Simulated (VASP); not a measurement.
# Cd9O8 in VASP: notebook

Runs on Cd9O8. Level: LDA. Tasks: single point.

Program: VASP 6.6.1. These are calculated values, not measurements. Logs are shortened: lines on timing, memory, paths and dates and some standing lists are left out, and cuts for length are marked.

## 1. The cell of the first run

The cell holds a slab with vacuum, 17 atoms: a = 6.689 Å, b = 6.689 Å, c = 15.096 Å, α = 90.00°, β = 90.00°, γ = 60.00°.

## 2. Single point, LDA

INCAR reads:

```
PREC = Accurate
ENCUT = 520
EDIFF = 1E-6
ISMEAR = -1
SIGMA = 0.05
LREAL = Auto
LASPH = T
NELM = 80
ALGO = Normal
ISIF = 2
LWAVE = F
LCHARG = T
GGA = CA
LELF = T
LVHAR = T
NBANDS = 92
```

KPOINTS reads:

```
Automatic mesh
0
Gamma
  2 2 1
```

POSCAR reads:

```
Cd9O8
1.0
    6.6892300000      0.0000000000      0.0000000000
    3.3446150000      5.7930430000      0.0000000000
    0.0000000000      0.0000000000     15.0963000000
Cd O
9 8
Direct
    0.0000000000      0.0000000000      0.0662413969
    0.0000007345      0.4999962887      0.0662413969
    0.4999977576      0.0000000000      0.0662413969
    0.4999984921      0.4999962887      0.0662413969
    0.6412591193      0.6966632217      0.3191907951
    0.6776806119      0.1818560642      0.2675026331
    0.1411299412      0.7472756546      0.2792472328
    0.1116756991      0.2916256620      0.2489152971
    0.3179277267      0.3250623204      0.4134125580
    0.3217957279      0.8484487341      0.0902539033
    0.2684761553      0.4418748488      0.1649013334
    0.8128526927      0.8357438396      0.1007332923
    0.8514353970      0.3259426868      0.1061982075
   -0.0085498606      0.5811108255      0.3474559992
   -0.0058148781      0.0936122863      0.2979471791
    0.4564602273      0.5135815495      0.3446473639
    0.4775942557      1.0570610299      0.3007690626
```

Potentials or basis: VASP PAW LDA potentials, release 64 (Cd, O).

Run with:

```
$ cat potpaw_LDA.64/Cd/POTCAR potpaw_LDA.64/O/POTCAR > POTCAR
$ mpirun -np 1 vasp_std > vasp.out
```

OUTCAR:

```text
PREC = Accurate
   ENCUT = 520
   EDIFF = 1E-6
   ISMEAR = -1
   LREAL = Auto
   LASPH = T
   NELM = 80
   ISIF = 2
   GGA = CA

 ion  position               nearest neighbor table
   1  0.000  0.000  0.066-  10 1.90  13 1.98  12 2.10   2 3.34   3 3.34   4 3.34   4 3.34   3 3.34
                             2 3.34   7 3.53   6 3.57   8 3.66
   2  0.000  0.500  0.066-  13 1.97  12 2.02  11 2.21   8 3.01   3 3.34   1 3.34   4 3.34   4 3.34
                             1 3.34   3 3.34
   3  0.500  0.000  0.066-  12 1.89  10 1.95   2 3.34   4 3.34   1 3.34   1 3.34   4 3.34   2 3.34
                             8 3.62   6 3.68
   4  0.500  0.500  0.066-  10 2.05  13 2.12  11 2.32   3 3.34   2 3.34   1 3.34   1 3.34   2 3.34
                             3 3.34   6 3.56
   5  0.641  0.697  0.319-  17 2.11  14 2.11  16 2.17   8 3.14   7 3.25   6 3.42   6 3.46   7 3.58

   6  0.678  0.182  0.268-  15 1.95  17 1.96  16 2.28  11 2.86   7 3.01   9 3.04   8 3.34   5 3.42
                             5 3.46   8 3.49   4 3.56   1 3.57   3 3.68   7 3.69
   7  0.141  0.747  0.279-  15 2.03  14 2.10  16 2.14  11 2.48   6 3.01   9 3.18   8 3.18   5 3.25
                             1 3.53   8 3.58   5 3.58   6 3.69
   8  0.112  0.292  0.249-  15 1.99  11 2.18  14 2.25  17 2.29  13 2.71   9 2.90   2 3.01   5 3.14
                             7 3.18   6 3.34   6 3.49   7 3.58   3 3.62   1 3.66
   9  0.318  0.325  0.413-  16 2.17  14 2.23  17 2.31   8 2.90   6 3.04   7 3.18
  10  0.322  0.848  0.090-   1 1.90   3 1.95   4 2.05
  11  0.268  0.442  0.165-   8 2.18   2 2.21   4 2.32   7 2.48   6 2.86
  12  0.813  0.836  0.101-   3 1.89   2 2.02   1 2.10
  13  0.851  0.326  0.106-   2 1.97   1 1.98   4 2.12   8 2.71
  14  0.991  0.581  0.347-   7 2.10   5 2.11   9 2.23   8 2.25
  15  0.994  0.094  0.298-   6 1.95   8 1.99   7 2.03
  16  0.456  0.514  0.345-   7 2.14   5 2.17   9 2.17   6 2.28
  17  0.478  0.057  0.301-   6 1.96   5 2.11   8 2.29   9 2.31

  LATTYP: Found a hexagonal cell.
 ALAT       =     6.6892299032
 C/A-ratio  =     2.2568068699

  Lattice vectors:

 A1 = (  -3.3446150000,  -5.7930430000,   0.0000000000)
 A2 = (   6.6892300000,   0.0000000000,   0.0000000000)
 A3 = (   0.0000000000,   0.0000000000,  15.0963000000)

Analysis of symmetry for initial positions (statically):
=====================================================================
 Subroutine PRICEL returns:
 Original cell was already a primitive cell.

 Routine SETGRP: Setting up the symmetry group for a
 hexagonal supercell.

 Subroutine GETGRP returns: Found  1 space group operations
 (whereof  1 operations were pure point group operations)
 out of a pool of 24 trial point group operations.

The static configuration has the point symmetry C_1 .

Analysis of symmetry for dynamics (positions and initial velocities):
=====================================================================
 Subroutine PRICEL returns:
 Original cell was already a primitive cell.

 Routine SETGRP: Setting up the symmetry group for a
 hexagonal supercell.

 Subroutine GETGRP returns: Found  1 space group operations
 (whereof  1 operations were pure point group operations)
 out of a pool of 24 trial point group operations.

The dynamic configuration has the point symmetry C_1 .

 Subroutine INISYM returns: Found  1 space group operations
 (whereof  1 operations are pure point group operations),
 and found     1 'primitive' translations

----------------------------------------------------------------------------------------

                                     Primitive cell

  volume of cell :     584.9967

  direct lattice vectors                    reciprocal lattice vectors
     6.689230000  0.000000000  0.000000000     0.149494037 -0.086310424  0.000000000
     3.344615000  5.793043000  0.000000000     0.000000000  0.172620849  0.000000000
     0.000000000  0.000000000 15.096300000     0.000000000  0.000000000  0.066241397

  length of vectors
     6.689230000  6.689229903 15.096300000     0.172620846  0.172620849  0.066241397

  position of ions in fractional coordinates (direct lattice)
     0.000000000  0.000000000  0.066241397
     0.000000734  0.499996289  0.066241397
     0.499997758  0.000000000  0.066241397
     0.499998492  0.499996289  0.066241397
     0.641259119  0.696663222  0.319190795
     0.677680612  0.181856064  0.267502633
[... 9 lines left out ...]
     0.456460227  0.513581550  0.344647364
     0.477594256  0.057061030  0.300769063

  ion indices of the primitive-cell ions
   primitive index   ion index
                 1           1
                 2           2
                 3           3
                 4           4
                 5           5
                 6           6
[... 9 lines left out ...]
                16          16
                17          17

----------------------------------------------------------------------------------------

 KPOINTS: Automatic mesh

Automatic generation of k-mesh.
 Grid dimensions read from file:
 generate k-points for:    2    2    1

 Generating k-lattice:

  Cartesian coordinates                     Fractional coordinates (reciprocal lattice)
     0.074747019 -0.043155212  0.000000000     0.500000000  0.000000000  0.000000000
     0.000000000  0.086310424  0.000000000     0.000000000  0.500000000  0.000000000
     0.000000000  0.000000000  0.066241397     0.000000000  0.000000000  1.000000000

  Length of vectors
     0.086310423  0.086310424  0.066241397

  Shift w.r.t. Gamma in fractional coordinates (k-lattice)
     0.000000000  0.000000000  0.000000000

 Subroutine IBZKPT returns following result:
 ===========================================

 Found      4 irreducible k-points:

 Following reciprocal coordinates:
            Coordinates               Weight
  0.000000  0.000000  0.000000      1.000000
  0.500000  0.000000  0.000000      1.000000
  0.500000  0.500000  0.000000      1.000000
  0.000000  0.500000  0.000000      1.000000
   k-points           NKPTS =      4   k-points in BZ     NKDIM =      4   number of bands    NBANDS=     92
   number of dos      NEDOS =    301   number of ions     NIONS =     17
   total plane-waves  NPLWV = 280000
   dimension x,y,z NGX =    50 NGY =   50 NGZ =  112
   dimension x,y,z NGXF=   100 NGYF=  100 NGZF=  224
   ions per type =               9   8
   NGX,Y,Z   is equivalent  to a cutoff of  12.43, 12.43, 12.33 a.u.
   NGXF,Y,Z  is equivalent  to a cutoff of  24.85, 24.85, 24.67 a.u.
 SYSTEM =  unknown system
   PREC   = accura    normal or accurate (medium, high low for compatibility)
   ISTART =      0    job   : 0-new  1-cont  2-samecut
   ICHARG =      2    charge: 1-file 2-atom 10-const
   ISPIN  =      1    spin polarized calculation?
   LNONCOLLINEAR =      F non collinear calculations
   LSORBIT =      F    spin-orbit coupling
   LASPH  =      T    aspherical Exc in radial PAW
   ENCUT  =  520.0 eV  38.22 Ry    6.18 a.u.  12.44 12.44 28.07*2*pi/ulx,y,z
   NELM   =     80;   NELMIN=  2; NELMDL= -5     # of ELM steps
   EDIFF  = 0.1E-05   stopping-criterion for ELM
   LREAL  =      T    real-space projection
   EDIFFG = 0.1E-04   stopping-criterion for IOM
   NSW    =      0    number of steps for IOM
   IBRION =     -1    ionic relax: 0-MD 1-quasi-New 2-CG
   NFREE  =      0    steps in history (QN), initial steepest desc. (CG)
   ISIF   =      2    stress and relaxation
   ISYM   =      2    0-nonsym 1-usesym 2-fastsym
   POTIM  = 0.5000    time-step for ionic-motion
   TEBEG  =    0.0;   TEEND  =   0.0 temperature during run
   PSTRESS=    0.0 pullay stress
   NELECT =     156.0000    total number of electrons
   NUPDOWN=      -1.0000    fix difference up-down
   EMIN   =  10.00;   EMAX   =-10.00  energy-range for DOS
   EFERMI =   0.00;   METHOD = LEGACY
   ISMEAR =    -1;   SIGMA  =   0.05  broadening in eV -4-tet -1-fermi 0-gaus
   EFERMI_NEDOS =   21; number of points for ismear=-14 and -15
   IALGO  =     38    algorithm
   IMIX   =      4    mixing-type and parameters
     AMIX     =   0.40;   BMIX     =  1.00
     AMIX_MAG =   1.60;   BMIX_MAG =  1.00
  volume/ion in A,a.u.               =      34.41       232.22
  Fermi-wavevector in a.u.,A,eV,Ry     =   1.053736  1.991273 15.107364  1.110360
  Thomas-Fermi vector in A             =   2.188869
   LORBIT       =      0    0 simple, 1 ext, 2 COOP (PROOUT), +10 PAW based schemes
   GGA     = CA    functional components
   LHFCALC =     F    Hartree Fock is set to
   AEXX    =    0.0000 exact exchange contribution
   IVDW    =     0    specifies the selected vdW correction
   LEPSILON=     F    determine dielectric tensor
   LRPA    =     F    only Hartree local field effects (RPA)
 non-spin polarized calculation
  energy-cutoff  :      520.00
  volume of cell :      585.00
 maximum number of plane-waves:     15813
 NGX is ok and might be reduce to    50
   NGX = 25   NGY = 25   NGZ = 57

 number of electron     156.0000014 magnetization

 Free energy of the ion-electron system (eV)
  ---------------------------------------------------
  ext. energy  EPLUGINS =         0.00000000
  ---------------------------------------------------
  free energy    TOTEN  =       -65.98862262 eV

  energy without entropy =      -65.93341428  energy(sigma->0) =      -65.96101845

 E-fermi :  -1.3515     XC(G=0):  -6.0155

 val. band max:       -1.3804619699   @ k =   0.5000   0.5000   0.0000
 cond. band min:      -0.9940697362   @ k =   0.5000   0.0000   0.0000
 fundamental gap:      0.3863922337
 Fermi energy:        -1.3514951988

 k-point     1 :       0.0000    0.0000    0.0000
  band No.  band energies     occupation
      1     -20.1123      2.00000
      2     -19.8264      2.00000
      3     -19.7183      2.00000
      4     -19.4921      2.00000
      5     -19.1383      2.00000
      6     -18.9846      2.00000
[... 82 lines left out ...]
     89       2.6120      0.00000
     90       2.9347      0.00000

 k-point     2 :       0.5000    0.0000    0.0000
  band No.  band energies     occupation
      1     -20.0223      2.00000
      2     -19.8938      2.00000
      3     -19.7258      2.00000
      4     -19.3687      2.00000
      5     -19.2512      2.00000
      6     -18.9684      2.00000
[... 82 lines left out ...]
     89       3.1355      0.00000
     90       3.3779      0.00000

 k-point     3 :       0.5000    0.5000    0.0000
  band No.  band energies     occupation
      1     -20.0479      2.00000
      2     -19.8112      2.00000
      3     -19.7845      2.00000
      4     -19.3617      2.00000
      5     -19.2386      2.00000
      6     -18.9682      2.00000
[... 82 lines left out ...]
     89       3.1288      0.00000
     90       3.2529      0.00000

 k-point     4 :       0.0000    0.5000    0.0000
  band No.  band energies     occupation
      1     -20.0574      2.00000
      2     -19.8450      2.00000
      3     -19.7421      2.00000
      4     -19.4304      2.00000
      5     -19.1429      2.00000
      6     -19.0332      2.00000
[... 82 lines left out ...]
     89       3.0060      0.00000
     90       3.2148      0.00000
 [bands above 90 left out]

------------------------ aborting loop because EDIFF is reached ----------------------------------------

  FORCE on cell =-STRESS in cart. coord.  units (eV):
  Direction    XX          YY          ZZ          XY          YZ          ZX
  --------------------------------------------------------------------------------------
  -------------------------------------------------------------------------------------
  Total       29.8066250     18.0693755      0.4082662     -0.9927043     -3.6426981      0.3554915
  in kB       81.6337951     49.4880483      1.1181515     -2.7187988     -9.9765496      0.9736132
  external PRESSURE =      44.0799983 kB  Pullay stress =       0.0000000 kB

 VOLUME and BASIS-vectors are now :
 -----------------------------------------------------------------------------
  energy-cutoff  :      520.00
  volume of cell :      585.00
      direct lattice vectors                 reciprocal lattice vectors
     6.689230000  0.000000000  0.000000000     0.149494037 -0.086310424  0.000000000
     3.344615000  5.793043000  0.000000000     0.000000000  0.172620849  0.000000000
     0.000000000  0.000000000 15.096300000     0.000000000  0.000000000  0.066241397

 POSITION                                       TOTAL-FORCE (eV/Angst)
 -----------------------------------------------------------------------------------
      0.00000      0.00000      1.00000        -2.910491     -0.291228     -0.619035
      1.67230      2.89650      1.00000         2.628803     -0.249133     -0.959041
      3.34460      0.00000      1.00000        -0.966710      3.826474     -0.965595
      5.01690      2.89650      1.00000        -1.210974     -1.196812      0.443131
      6.61960      4.03580      4.81860        -0.577789     -0.220818      0.630494
      5.14140      1.05350      4.03830        -0.299877      1.645030     -1.180080
[... 9 lines left out ...]
      4.77110      2.97520      5.20290         1.116627      0.016505      0.072180
      3.38558      0.33056      4.54050        -2.092943     -0.619835      1.007634
 -----------------------------------------------------------------------------------
    total drift:                               -0.005692     -0.000193     -0.007131

  FREE ENERGIE OF THE ION-ELECTRON SYSTEM (eV)
  ---------------------------------------------------
  free  energy   TOTEN  =       -65.9886226220 eV

  energy  without entropy=      -65.9334142794  energy(sigma->0) =      -65.96101845
```

Wall time 5.2 min (1 thread of AMD EPYC 9R45 (Zen 5), shared host); peak memory 0.48 GiB.

Results:

```yaml
Free_energy: -65.9886 eV
Largest_force: 4.063 eV/Å
Band_gap_on_the_k_mesh: zero (bands 78 and 79 overlap by 0.03 eV)
```

Forces on the atoms (eV/Å):
```
Cd  -2.910 -0.291 -0.619
Cd   2.629 -0.249 -0.959
Cd  -0.967  3.826 -0.966
Cd  -1.211 -1.197  0.443
Cd  -0.578 -0.221  0.630
Cd  -0.300  1.645 -1.180
Cd   0.531 -0.654 -1.089
Cd   1.083  0.137 -0.992
Cd  -0.099  0.159 -0.327
O    1.021 -1.813  0.670
O    0.457 -0.090  0.107
O    2.791 -0.298  0.977
O   -1.777  0.753  1.107
O   -0.666 -0.596  0.540
O    0.972 -0.508  0.577
O    1.117  0.017  0.072
O   -2.093 -0.620  1.008
```

Levels at points of the mesh, in eV from the Fermi level:
```
           k point  band 74  band 75  band 76  band 77  band 78  band 79  band 80  band 81  band 82  band 83
(0.00, 0.00, 0.00)    -1.53    -1.41    -1.23    -1.18    -0.97    -0.06     1.46     2.21     2.40     2.78
(0.50, 0.00, 0.00)    -1.81    -1.78    -1.68    -1.34    -0.05     0.36     0.54     1.76     2.32     2.42
(0.50, 0.50, 0.00)    -1.81    -1.76    -1.61    -1.38    -0.03     0.42     0.58     1.88     2.30     2.43
(0.00, 0.50, 0.00)    -1.73    -1.71    -1.53    -1.20    -0.08     0.40     0.72     1.79     2.08     2.27
```

Caveat: the k points lie up to 0.54 Å⁻¹ apart.

[end of part 1 of 2]
